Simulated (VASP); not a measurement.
# Pd (Pm-3m) in VASP: a series of runs, part 2 of 2

VASP 6.6.1. Earlier steps stand in the parts before.

### 4 Single point, LDA (volume scaled by 0.88)

The input, INCAR:

```
PREC = Accurate
ENCUT = 520
EDIFF = 1E-6
ISMEAR = -1
SIGMA = 0.1
LREAL = False
LASPH = True
NELM = 80
ALGO = Normal
ISIF = 2
LWAVE = False
LCHARG = False
GGA = CA
NBANDS = 11
```

The input, KPOINTS:

```
Automatic mesh
0
Gamma
  15 15 15
```

The input, POSCAR:

```
Pd
1.0
    2.4331975396      0.0000000000      0.0000000000
    0.0000000000      2.4331975396      0.0000000000
    0.0000000000      0.0000000000      2.4331975396
Pd
1
Direct
    0.0000000000      0.0000000000      0.0000000000
```

Launch:

```bash
$ cat potpaw_LDA.64/Pd/POTCAR > POTCAR
$ mpirun -np 1 vasp_std > vasp.out
```

It took 7.4 s on 1 thread of Intel Xeon Platinum 8488C (Sapphire Rapids), shared host; peak memory 0.12 GiB.

Results (log left out):

- Free energy: -5.7505 eV
- Pressure: 29.8 GPa
- Band gap on the k mesh: zero (band 5 reaches 11.99 eV, above the bottom of band 6 at 9.40 eV)

Levels at points of the mesh, in eV from the Fermi level:
```
           k point  band 3  band 4  band 5  band 6  band 7  band 8
(0.00, 0.00, 0.00)   -6.17    0.09    0.09    0.09   17.83   17.83
```

Caveat: the cell differs from its parent crystal (volume scaled by 0.88).

### 5 Single point, LDA (volume scaled by 0.88)

The input, INCAR:

```
  PREC = Accurate
  ENCUT = 520
  EDIFF = 1E-6
  ISMEAR = -1
  SIGMA = 0.1
  LREAL = F
  LASPH = T
  NELM = 60
  ALGO = Normal
  ISIF = 2
  LWAVE = F
  LCHARG = T
  LELF = T
  LVHAR = T
  NBANDS = 11
```

KPOINTS is that of step 4.

POSCAR is that of step 4.

Launch:

```bash
$ cat potpaw_LDA.64/Pd/POTCAR > POTCAR
$ mpirun -np 1 vasp_std > vasp.out
```

Wall time 9 s (1 thread of Intel Xeon Platinum 8488C (Sapphire Rapids), shared host); peak memory 0.12 GiB.

The run converged. Its results:

```yaml
Free_energy: -5.7505 eV
Pressure: 29.8 GPa
Band_gap_on_the_k_mesh: zero (band 5 reaches 11.99 eV, above the bottom of band 6 at 9.40 eV)
```

Levels at points of the mesh, in eV from the Fermi level:
```tsv
k point	band 3	band 4	band 5	band 6	band 7	band 8
(0.00, 0.00, 0.00)	-6.17	0.09	0.09	0.09	17.83	17.83
```

Caveat: the cell differs from its parent crystal (volume scaled by 0.88).

### 6 Single point, LDA

This run uses another cell than the first one, of 16.37 Å³/atom, 1.282 times its volume.

The input, INCAR:

```
SYSTEM = Pd
PREC     = Accurate       ! precision mode
ENCUT    = 520            ! plane-wave cutoff, eV
EDIFF    = 1E-6           ! SCF threshold, eV
ISMEAR   = -1             ! smearing method
SIGMA    = 0.1            ! smearing width, eV
LREAL    = .False.        ! projectors in reciprocal space
LASPH    = .True.         ! aspherical terms in the spheres
NELM     = 100            ! most SCF steps
ALGO     = Normal         ! electronic algorithm
ISIF     = 2              ! what is computed and relaxed
LWAVE    = .False.        ! write WAVECAR
LCHARG   = .True.         ! write CHGCAR
LELF     = .True.         ! ELF
LVHAR    = .True.       
NBANDS   = 11             ! bands
```

The input, KPOINTS:

```
regular mesh
0
Gamma
  15 15 15
  0 0 0
```

The input, POSCAR:

```
Pd
1.0
    2.5391195222      0.0000000000      0.0000000000
    0.0000000000      2.5391195222      0.0000000000
    0.0000000000      0.0000000000      2.5391195222
Pd
1
Direct
    0.0000000000      0.0000000000      0.0000000000
```

Potentials or basis: VASP PAW LDA potentials, release 64 (Pd).

Launch:

```bash
$ cat potpaw_LDA.64/Pd/POTCAR > POTCAR
$ mpirun -np 1 vasp_std > vasp.out
```

OUTCAR:

```text
SYSTEM = Pd
   PREC = Accurate
   ENCUT = 520
   EDIFF = 1E-6
   ISMEAR = -1
   LREAL = .False.
   LASPH = .True.
   NELM = 100
   ISIF = 2

 ion  position               nearest neighbor table
   1  0.000  0.000  0.000-

  LATTYP: Found a simple cubic cell.
 ALAT       =     2.5391195222

  Lattice vectors:

 A1 = (   2.5391195222,   0.0000000000,   0.0000000000)
 A2 = (   0.0000000000,   2.5391195222,   0.0000000000)
 A3 = (   0.0000000000,   0.0000000000,   2.5391195222)

Analysis of symmetry for initial positions (statically):
[... 507 lines left out ...]
      4       6.9559      1.99999
      5       7.7481      1.97942
      6       7.8033      1.96455
      7      17.1358      0.00000
      8      23.3086      0.00000
      9      28.5050      0.00000
     10      30.9750      0.00000
     11      31.8789      0.00000

 [... further k-points ...]
[... 5 lines left out ...]
  --------------------------------------------------------------------------------------
  -------------------------------------------------------------------------------------
  Total        0.0051120      0.0051120      0.0051120     -0.0000000      0.0000000     -0.0000000
  in kB        0.5003277      0.5003277      0.5003277     -0.0000000      0.0000000     -0.0000000
  external PRESSURE =       0.5003277 kB  Pullay stress =       0.0000000 kB

 VOLUME and BASIS-vectors are now :
 -----------------------------------------------------------------------------
  energy-cutoff  :      520.00
  volume of cell :       16.37
      direct lattice vectors                 reciprocal lattice vectors
     2.539119522  0.000000000  0.000000000     0.393837309  0.000000000  0.000000000
     0.000000000  2.539119522  0.000000000     0.000000000  0.393837309  0.000000000
     0.000000000  0.000000000  2.539119522     0.000000000  0.000000000  0.393837309

 POSITION                                       TOTAL-FORCE (eV/Angst)
 -----------------------------------------------------------------------------------
      0.00000      0.00000      0.00000         0.000000      0.000000      0.000000
 -----------------------------------------------------------------------------------
    total drift:                               -0.000000      0.000000      0.000000

  FREE ENERGIE OF THE ION-ELECTRON SYSTEM (eV)
  ---------------------------------------------------
  free  energy   TOTEN  =        -5.9118385248 eV

  energy  without entropy=       -5.8695531699  energy(sigma->0) =       -5.89069585
```

OSZICAR:

```text
N       E                     dE             d eps       ncg     rms          rms(c)
DAV:   1     0.415646663104E+02    0.41565E+02   -0.51481E+03  2664   0.843E+02
DAV:   2    -0.557024712566E+01   -0.47135E+02   -0.45488E+02  2937   0.179E+02
DAV:   3    -0.614116257403E+01   -0.57092E+00   -0.56882E+00  3169   0.215E+01
DAV:   4    -0.614422957956E+01   -0.30670E-02   -0.30666E-02  3187   0.161E+00
DAV:   5    -0.614426947530E+01   -0.39896E-04   -0.39895E-04  3468   0.168E-01    0.716E+00
DAV:   6    -0.592555421376E+01    0.21872E+00   -0.90593E-01  3174   0.778E+00    0.361E+00
DAV:   7    -0.591593125014E+01    0.96230E-02   -0.38382E-03  3316   0.710E-01    0.197E+00
DAV:   8    -0.591183108702E+01    0.41002E-02   -0.91693E-04  3541   0.215E-01    0.230E-02
DAV:   9    -0.591183678140E+01   -0.56944E-05   -0.10063E-05  3372   0.246E-02    0.106E-02
DAV:  10    -0.591183853894E+01   -0.17575E-05   -0.97023E-07  3202   0.806E-03    0.176E-03
DAV:  11    -0.591183852478E+01    0.14161E-07   -0.17188E-08  1950   0.110E-03
   1 F= -.59118385E+01 E0= -.58906958E+01  d E =-.422854E-01
```

stdout:

```text
POSCAR found type information on POSCAR Pd
 POSCAR found :  1 types and       1 ions
 scaLAPACK will be used
 LDA part: xc-table for (Slater(with rela. corr.)+CA(PZ))
 , standard interpolation
 POSCAR, INCAR and KPOINTS ok, starting setup
 FFT: planning ... GRIDC
 FFT: planning ... GRID_SOFT
 FFT: planning ... GRID
 WAVECAR not read
 entering main loop
```

Run time: 9 s. Hardware: 1 thread of Intel Xeon Platinum 8488C (Sapphire Rapids), shared host; peak memory 0.13 GiB.

Results:

- Free energy: -5.9118 eV
- Pressure: 0.1 GPa
- Band gap on the k mesh: zero (band 5 reaches 9.49 eV, above the bottom of band 6 at 7.41 eV)

Levels at points of the mesh, in eV from the Fermi level:
| k point | band 1 | band 2 | band 3 | band 4 | band 5 | band 6 | band 7 | band 8 | band 9 | band 10 |
| --- | --- | --- | --- | --- | --- | --- | --- | --- | --- | --- |
| (0.00, 0.00, 0.00) | -6.61 | -5.13 | -5.13 | 0.04 | 0.04 | 0.04 | 16.91 | 16.91 | 16.91 | 23.84 |

### 7 The runs side by side

```tsv
cell	gap on the mesh (eV)	pressure (GPa)
a = 2.337 Å, 1 atom	none	78.7
a = 2.433 Å, 1 atom	none	29.8
a = 2.539 Å, 1 atom	none	0.1
```

Alike in all rows: task single point; level LDA; potentials or basis VASP PAW LDA potentials, release 64 (Pd); no spin polarisation; k mesh 15 × 15 × 15; cutoff (eV) 520; smearing fermi-dirac 0.1 eV.

Total energies depend on the potentials used, so only differences within one code and one set of settings carry meaning.
